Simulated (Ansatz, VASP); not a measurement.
Two plane-wave programs on Cd

```
Cd
1.0
    -3.11819    3.01725    1.56213
     3.01725   -3.11819    1.56213
     3.01839    3.01839   -1.74701
Cd
2
Direct
  0.99679 0.00321 0.00000
  0.75321 0.24679 0.50000
```

Alike in both runs: task single point; functional BLYP; k mesh 13 × 13 × 9; occupations fermi-dirac, width 0.1 eV; no spin polarisation.

|  | VASP | Ansatz |
| --- | --- | --- |
| version | VASP 6.6.1 | Ansatz 0.2.0 |
| potentials or method | VASP PAW PBE potentials, release 64 (Cd), cutoff 520 eV | plane waves (420 eV) with PAW, scalar-relativistic |
| valence electrons in the cell | 24 | 40 |

VASP gave:

```
pressure (GPa)                                                : 1.0
traceless stress, the component that is largest in VASP (GPa) : -0.26
```

Which values does Ansatz return?

Pressure (GPa): 0.8; traceless stress, the component that is largest in VASP (GPa): -0.25.

VASP's potentials were made for PBE, not for BLYP. VASP's potentials hold 24 valence electrons a cell and Ansatz's 40, so a difference there can come from the potentials and not from the codes.
